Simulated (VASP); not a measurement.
# TiAl3 (Pm-3m) in VASP: notebook

The runs below take TiAl3 through single point, relaxation of cell and atoms, with PBEsol.

Program: VASP 6.6.1. These are calculated values, not measurements. Logs are shortened: lines on timing, memory, paths and dates and some standing lists are left out, and cuts for length are marked.

## (1) The cell of the first run

The structure is cubic, space group Pm-3m (No. 221). Conventional cell: a = 3.949 Å, b = 3.949 Å, c = 3.949 Å, α = 90.00°, β = 90.00°, γ = 90.00°. Ti (site symmetry m-3m) has 12 Al at 2.79 Å within 3.7 Å. Al (site symmetry 4/mmm) has 4 Ti at 2.79 Å and 8 Al at 2.79 Å within 3.7 Å.

## (2) Single point, PBEsol

INCAR reads:

```
PREC = Accurate
ENCUT = 520
EDIFF = 1E-7
ISMEAR = -1
SIGMA = 0.05
LREAL = F
LASPH = T
NELM = 60
ALGO = Normal
ISIF = 2
LWAVE = F
LCHARG = T
GGA = PS
LELF = T
LVHAR = T
NBANDS = 18
```

KPOINTS reads:

```
regular mesh
0
Gamma
  7 7 7
```

POSCAR reads:

```
TiAl3
1.0
    3.9485917955      0.0000000000      0.0000000000
    0.0000000000      3.9485917955      0.0000000000
    0.0000000000      0.0000000000      3.9485917955
Ti Al
1 3
Direct
    0.0000000000      0.0000000000      0.0000000000
    0.0000000000      0.5000000000      0.5000000000
    0.5000000000      0.0000000000      0.5000000000
    0.5000000000      0.5000000000      0.0000000000
```

Potentials or basis: VASP PAW PBE potentials, release 64 (Ti_sv, Al).

The run is started by

```sh
> cat potpaw_PBE.64/Ti_sv/POTCAR potpaw_PBE.64/Al/POTCAR > POTCAR
> mpirun -np 1 vasp_std > vasp.out
```

OUTCAR:

```text
PREC = Accurate
   ENCUT = 520
   EDIFF = 1E-7
   ISMEAR = -1
   LREAL = F
   LASPH = T
   NELM = 60
   ISIF = 2
   GGA = PS

 ion  position               nearest neighbor table
   1  0.000  0.000  0.000-   2 2.79   3 2.79   4 2.79   2 2.79   3 2.79   2 2.79   4 2.79   2 2.79
                             3 2.79   4 2.79   3 2.79   4 2.79
   2  0.000  0.500  0.500-   1 2.79   3 2.79   4 2.79   1 2.79   4 2.79   1 2.79   3 2.79   1 2.79
                             3 2.79   4 2.79   4 2.79   3 2.79
   3  0.500  0.000  0.500-   1 2.79   2 2.79   4 2.79   1 2.79   4 2.79   2 2.79   4 2.79   4 2.79
                             1 2.79   2 2.79   1 2.79   2 2.79
   4  0.500  0.500  0.000-   1 2.79   2 2.79   3 2.79   2 2.79   3 2.79   1 2.79   3 2.79   3 2.79
                             1 2.79   2 2.79   2 2.79   1 2.79

  LATTYP: Found a simple cubic cell.
 ALAT       =     3.9485917955

  Lattice vectors:

 A1 = (   3.9485917955,   0.0000000000,   0.0000000000)
 A2 = (   0.0000000000,   3.9485917955,   0.0000000000)
 A3 = (   0.0000000000,   0.0000000000,   3.9485917955)

Analysis of symmetry for initial positions (statically):
=====================================================================
 Subroutine PRICEL returns:
 Original cell was already a primitive cell.

 Routine SETGRP: Setting up the symmetry group for a
 simple cubic supercell.

 Subroutine GETGRP returns: Found 48 space group operations
 (whereof 48 operations were pure point group operations)
 out of a pool of 48 trial point group operations.

The static configuration has the point symmetry O_h .

Analysis of symmetry for dynamics (positions and initial velocities):
=====================================================================
 Subroutine PRICEL returns:
 Original cell was already a primitive cell.

 Routine SETGRP: Setting up the symmetry group for a
 simple cubic supercell.

 Subroutine GETGRP returns: Found 48 space group operations
 (whereof 48 operations were pure point group operations)
 out of a pool of 48 trial point group operations.

The dynamic configuration has the point symmetry O_h .

 Subroutine INISYM returns: Found 48 space group operations
 (whereof 48 operations are pure point group operations),
 and found     1 'primitive' translations

----------------------------------------------------------------------------------------

                                     Primitive cell

  volume of cell :      61.5640

  direct lattice vectors                    reciprocal lattice vectors
     3.948591796  0.000000000  0.000000000     0.253254844  0.000000000  0.000000000
     0.000000000  3.948591796  0.000000000     0.000000000  0.253254844  0.000000000
     0.000000000  0.000000000  3.948591796     0.000000000  0.000000000  0.253254844

  length of vectors
     3.948591796  3.948591796  3.948591796     0.253254844  0.253254844  0.253254844

  position of ions in fractional coordinates (direct lattice)
     0.000000000  0.000000000  0.000000000
     0.000000000  0.500000000  0.500000000
     0.500000000  0.000000000  0.500000000
     0.500000000  0.500000000  0.000000000

  ion indices of the primitive-cell ions
   primitive index   ion index
                 1           1
                 2           2
                 3           3
                 4           4

----------------------------------------------------------------------------------------

 KPOINTS: regular mesh

Automatic generation of k-mesh.
 Grid dimensions read from file:
 generate k-points for:    7    7    7

 Generating k-lattice:

  Cartesian coordinates                     Fractional coordinates (reciprocal lattice)
     0.036179263  0.000000000  0.000000000     0.142857143  0.000000000  0.000000000
     0.000000000  0.036179263  0.000000000     0.000000000  0.142857143  0.000000000
     0.000000000  0.000000000  0.036179263     0.000000000  0.000000000  0.142857143

  Length of vectors
     0.036179263  0.036179263  0.036179263

  Shift w.r.t. Gamma in fractional coordinates (k-lattice)
     0.000000000  0.000000000  0.000000000

 Subroutine IBZKPT returns following result:
 ===========================================

 Found     20 irreducible k-points:

 Following reciprocal coordinates:
            Coordinates               Weight
  0.000000  0.000000  0.000000      1.000000
  0.142857  0.000000  0.000000      6.000000
  0.285714  0.000000  0.000000      6.000000
  0.428571  0.000000  0.000000      6.000000
  0.142857  0.142857  0.000000     12.000000
  0.285714  0.142857  0.000000     24.000000
[... 12 lines left out ...]
  0.428571  0.428571  0.285714     24.000000
  0.428571  0.428571  0.428571      8.000000
   k-points           NKPTS =     20   k-points in BZ     NKDIM =     20   number of bands    NBANDS=     18
   number of dos      NEDOS =    301   number of ions     NIONS =      4
   total plane-waves  NPLWV =  27000
   dimension x,y,z NGX =    30 NGY =   30 NGZ =   30
   dimension x,y,z NGXF=    60 NGYF=   60 NGZF=   60
   ions per type =               1   3
   NGX,Y,Z   is equivalent  to a cutoff of  12.63, 12.63, 12.63 a.u.
   NGXF,Y,Z  is equivalent  to a cutoff of  25.26, 25.26, 25.26 a.u.
 SYSTEM =  unknown system
   PREC   = accura    normal or accurate (medium, high low for compatibility)
   ISTART =      0    job   : 0-new  1-cont  2-samecut
   ICHARG =      2    charge: 1-file 2-atom 10-const
   ISPIN  =      1    spin polarized calculation?
   LNONCOLLINEAR =      F non collinear calculations
   LSORBIT =      F    spin-orbit coupling
   LASPH  =      T    aspherical Exc in radial PAW
   ENCUT  =  520.0 eV  38.22 Ry    6.18 a.u.   7.34  7.34  7.34*2*pi/ulx,y,z
   NELM   =     60;   NELMIN=  2; NELMDL= -5     # of ELM steps
   EDIFF  = 0.1E-06   stopping-criterion for ELM
   LREAL  =      F    real-space projection
   EDIFFG = 0.1E-05   stopping-criterion for IOM
   NSW    =      0    number of steps for IOM
   IBRION =     -1    ionic relax: 0-MD 1-quasi-New 2-CG
   NFREE  =      0    steps in history (QN), initial steepest desc. (CG)
   ISIF   =      2    stress and relaxation
   ISYM   =      2    0-nonsym 1-usesym 2-fastsym
   POTIM  = 0.5000    time-step for ionic-motion
   TEBEG  =    0.0;   TEEND  =   0.0 temperature during run
   PSTRESS=    0.0 pullay stress
   NELECT =      21.0000    total number of electrons
   NUPDOWN=      -1.0000    fix difference up-down
   EMIN   =  10.00;   EMAX   =-10.00  energy-range for DOS
   EFERMI =   0.00;   METHOD = LEGACY
   ISMEAR =    -1;   SIGMA  =   0.05  broadening in eV -4-tet -1-fermi 0-gaus
   EFERMI_NEDOS =   21; number of points for ismear=-14 and -15
   IALGO  =     38    algorithm
   IMIX   =      4    mixing-type and parameters
     AMIX     =   0.40;   BMIX     =  1.00
     AMIX_MAG =   1.60;   BMIX_MAG =  1.00
  volume/ion in A,a.u.               =      15.39       103.86
  Fermi-wavevector in a.u.,A,eV,Ry     =   1.143859  2.161579 17.802034  1.308413
  Thomas-Fermi vector in A             =   2.280552
   LORBIT       =      0    0 simple, 1 ext, 2 COOP (PROOUT), +10 PAW based schemes
   GGA     = PS    functional components
   LHFCALC =     F    Hartree Fock is set to
   AEXX    =    0.0000 exact exchange contribution
   IVDW    =     0    specifies the selected vdW correction
   LEPSILON=     F    determine dielectric tensor
   LRPA    =     F    only Hartree local field effects (RPA)
 non-spin polarized calculation
  energy-cutoff  :      520.00
  volume of cell :       61.56
 maximum number of plane-waves:      1675
 NGX is ok and might be reduce to    30
   NGX = 15   NGY = 15   NGZ = 15

 number of electron      20.9999997 magnetization

 Free energy of the ion-electron system (eV)
  ---------------------------------------------------
  ext. energy  EPLUGINS =         0.00000000
  ---------------------------------------------------
  free energy    TOTEN  =       -22.13271679 eV

  energy without entropy =      -22.10892079  energy(sigma->0) =      -22.12081879

 E-fermi :   9.1765     XC(G=0): -10.9363

 val. band max:        9.0547201266   @ k =   0.1429   0.1429   0.0000
 cond. band min:       9.2166864888   @ k =   0.4286   0.2857   0.1429
 fundamental gap:      0.1619663622
 Fermi energy:         9.1764904520

 k-point     1 :       0.0000    0.0000    0.0000
  band No.  band energies     occupation
      1     -47.5936      2.00000
      2     -24.0024      2.00000
      3     -24.0024      2.00000
      4     -24.0024      2.00000
      5      -1.7493      2.00000
      6       5.9846      2.00000
[... 10 lines left out ...]
     17      14.8398      0.00000
     18      14.8398      0.00000

 k-point     2 :       0.1429    0.0000    0.0000
  band No.  band energies     occupation
      1     -47.5935      2.00000
      2     -24.0064      2.00000
      3     -24.0022      2.00000
      4     -24.0022      2.00000
      5      -1.5504      2.00000
      6       4.7504      2.00000
[... 10 lines left out ...]
     17      14.4914      0.00000
     18      14.4914      0.00000

 k-point     3 :       0.2857    0.0000    0.0000
  band No.  band energies     occupation
      1     -47.5931      2.00000
      2     -24.0154      2.00000
      3     -24.0015      2.00000
      4     -24.0015      2.00000
      5      -0.9654      2.00000
      6       3.0132      2.00000
[... 10 lines left out ...]
     17      13.3269      0.00000
     18      14.8632      0.00000

 k-point     4 :       0.4286    0.0000    0.0000
  band No.  band energies     occupation
      1     -47.5928      2.00000
      2     -24.0226      2.00000
      3     -24.0010      2.00000
      4     -24.0010      2.00000
      5      -0.0635      2.00000
      6       1.4861      2.00000
[... 291 lines left out ...]
      4     -24.0117      2.00000
      5       1.2991      2.00000
      6       2.8801      2.00000
[... 10 lines left out ...]
     17      13.5001      0.00000
     18      15.6775      0.00000

 k-point    19 :       0.4286    0.4286    0.2857
  band No.  band energies     occupation
      1     -47.5916      2.00000
      2     -24.0186      2.00000
      3     -24.0185      2.00000
      4     -24.0112      2.00000
      5       2.0497      2.00000
      6       3.5004      2.00000
[... 10 lines left out ...]
     17      12.4735      0.00000
     18      16.6905      0.00000

 k-point    20 :       0.4286    0.4286    0.4286
  band No.  band energies     occupation
      1     -47.5913      2.00000
      2     -24.0178      2.00000
      3     -24.0176      2.00000
      4     -24.0176      2.00000
      5       2.8264      2.00000
      6       3.9306      2.00000
[... 10 lines left out ...]
     17      12.0503      0.00000
     18      19.0574      0.00000

------------------------ aborting loop because EDIFF is reached ----------------------------------------

  FORCE on cell =-STRESS in cart. coord.  units (eV):
  Direction    XX          YY          ZZ          XY          YZ          ZX
  --------------------------------------------------------------------------------------
  -------------------------------------------------------------------------------------
  Total        0.0421524      0.0421524      0.0421524     -0.0000000      0.0000000     -0.0000000
  in kB        1.0969979      1.0969979      1.0969979     -0.0000000      0.0000000     -0.0000000
  external PRESSURE =       1.0969979 kB  Pullay stress =       0.0000000 kB

 VOLUME and BASIS-vectors are now :
 -----------------------------------------------------------------------------
  energy-cutoff  :      520.00
  volume of cell :       61.56
      direct lattice vectors                 reciprocal lattice vectors
     3.948591796  0.000000000  0.000000000     0.253254844  0.000000000  0.000000000
     0.000000000  3.948591796  0.000000000     0.000000000  0.253254844  0.000000000
     0.000000000  0.000000000  3.948591796     0.000000000  0.000000000  0.253254844

 POSITION                                       TOTAL-FORCE (eV/Angst)
 -----------------------------------------------------------------------------------
      0.00000      0.00000      0.00000         0.000000      0.000000      0.000000
      0.00000      1.97430      1.97430         0.000000      0.000000      0.000000
      1.97430      0.00000      1.97430         0.000000      0.000000      0.000000
      1.97430      1.97430      0.00000         0.000000      0.000000      0.000000
 -----------------------------------------------------------------------------------
    total drift:                                0.000000     -0.000000      0.000000

  FREE ENERGIE OF THE ION-ELECTRON SYSTEM (eV)
  ---------------------------------------------------
  free  energy   TOTEN  =       -22.1327167944 eV

  energy  without entropy=      -22.1089207854  energy(sigma->0) =      -22.12081879
```

Wall time 20 s (1 thread of Intel Xeon Platinum 8488C (Sapphire Rapids), shared host); peak memory 0.17 GiB.

Results:

| Item | Value |
| --- | --- |
| Free energy | -22.1327 eV |
| Pressure | 0.1 GPa |

Caveat: the PAW data sets were made with another functional, which shifts forces and pressure a little.

[end of part 1 of 3]
